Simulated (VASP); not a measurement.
Write the native input for VASP 6.6.1 that does the following.

| Quantity | Value |
| --- | --- |
| Task | single point |
| Functional | PBE |
| Potentials or basis | VASP PAW PBE potentials, release 64 (Au) |
| Cutoff | 520 eV |
| k mesh | 11 × 11 × 11 |
| Occupations | gaussian, width 0.015 eV |
| Spin | no spin polarisation |
| Dipole correction | no |
| Further INCAR settings | ALGO = Normal; EDIFF = 1e-06; NBANDS = 12 |

The structure of Au lies in POSCAR:

```
Au
1.0
    0.0000000000      2.0350000000      2.0350000000
    2.0350000000      0.0000000000      2.0350000000
    2.0350000000      2.0350000000      0.0000000000
Au
1
Direct
    0.0000000000      0.0000000000      0.0000000000
```

The input as run:

INCAR

```
  PREC = Accurate
  ENCUT = 520
  EDIFF = 1E-6
  ISMEAR = 0
  SIGMA = 0.015
  LREAL = F
  LASPH = T
  NELM = 80
  ALGO = Normal
  ISIF = 2
  LWAVE = F
  LCHARG = F
  GGA = PE
  NBANDS = 12
```

KPOINTS

```
regular mesh
0
Gamma
  11 11 11
```

Potentials or basis: VASP PAW PBE potentials, release 64 (Au).

Command:

```sh
$ cat potpaw_PBE.64/Au/POTCAR > POTCAR
$ mpirun -np 1 vasp_std > vasp.out
```

It gave:

```yaml
Pressure: 10.5 GPa
```

It took 8.7 s on 1 thread of AMD EPYC 7R13 Processor (Zen 3) (shared host), peak memory 0.11 GiB.
